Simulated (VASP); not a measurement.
Write the native input for VASP 6.6.1 that does the following.

| Item | Value |
| --- | --- |
| Task | density of states |
| Functional | PBE |
| Potentials or basis | VASP PAW PBE potentials, release 64 (H, Pb_d, O) |
| Cutoff | 520 eV |
| k mesh | 12 × 12 × 10 |
| Occupations | gaussian, width 0.1 eV |
| Spin | no spin polarisation |
| Dipole correction | no |
| k mesh for the DOS | 18 × 18 × 15 |
| Occupations for the DOS | tetrahedron |
| Further INCAR settings | ALGO = Normal; EDIFF = 1e-06; NBANDS = 26 |

H2PbO3:

```
H Pb O
1.0
     4.58454    0.00000    0.00000
    -2.29227    3.97033    0.00000
     0.00000    0.00000    3.71821
H Pb O
2 1 3
Direct
  0.66667 0.33333 0.27377
  0.33333 0.66667 0.27377
  0.00000 0.00000 0.66745
  0.50000 0.50000 0.32621
  0.50000 0.00000 0.32621
  0.00000 0.50000 0.32621
```

The input as run:

POSCAR

```
H2PbO3
1.0
    4.5845395710      0.0000000000      0.0000000000
   -2.2922697855      3.9703277331      0.0000000000
    0.0000000000      0.0000000000      3.7182050188
H Pb O
2 1 3
Direct
    0.6666666667      0.3333333333      0.2737731752
    0.3333333333      0.6666666667      0.2737731752
    0.0000000000      0.0000000000      0.6674548655
    0.5000000000      0.5000000000      0.3262119113
    0.5000000000      0.0000000000      0.3262119113
    0.0000000000      0.5000000000      0.3262119113
```

INCAR.step1

```
SYSTEM = H2PbO3
PREC = Accurate
ENCUT = 520
EDIFF = 1E-6
ISMEAR = 0
SIGMA = 0.1
LREAL = .FALSE.
LASPH = .TRUE.
NELM = 100
ALGO = Normal
ISIF = 2
LWAVE = .FALSE.
LCHARG = .TRUE.
GGA = PE
NBANDS = 26
```

KPOINTS.step1

```
regular mesh
0
G
  12 12 10
  0 0 0
```

INCAR.step2

```
SYSTEM = H2PbO3
PREC = Accurate
ENCUT = 520
EDIFF = 1E-6
ISMEAR = -5
SIGMA = 0.1
LREAL = .FALSE.
LASPH = .TRUE.
NELM = 100
ALGO = Normal
ISIF = 2
LWAVE = .FALSE.
LCHARG = .FALSE.
GGA = PE
LORBIT = 11
NBANDS = 26
NEDOS = 2001
ICHARG = 11
```

KPOINTS.step2

```
regular mesh
0
G
  18 18 15
  0 0 0
```

Potentials or basis: VASP PAW PBE potentials, release 64 (H, Pb_d, O).

Launch:

```bash
$ cat potpaw_PBE.64/H/POTCAR potpaw_PBE.64/Pb_d/POTCAR potpaw_PBE.64/O/POTCAR > POTCAR
$ cp INCAR.step1 INCAR
$ cp KPOINTS.step1 KPOINTS
$ mpirun -np 1 vasp_std > vasp.out
$ cp INCAR.step2 INCAR
$ cp KPOINTS.step2 KPOINTS
$ mpirun -np 1 vasp_std > vasp.out
```

It gave:

- Valence electrons inside the program's atomic spheres: H 0.48; Pb 11.71; O 4.89

Caveat: spin-orbit coupling is left out, which moves the levels of the heavy elements.

Run time: 3.1 min on 1 thread of Intel(R) Xeon(R) 6975P-C (Granite Rapids), with other jobs on the host, peak memory 0.52 GiB.
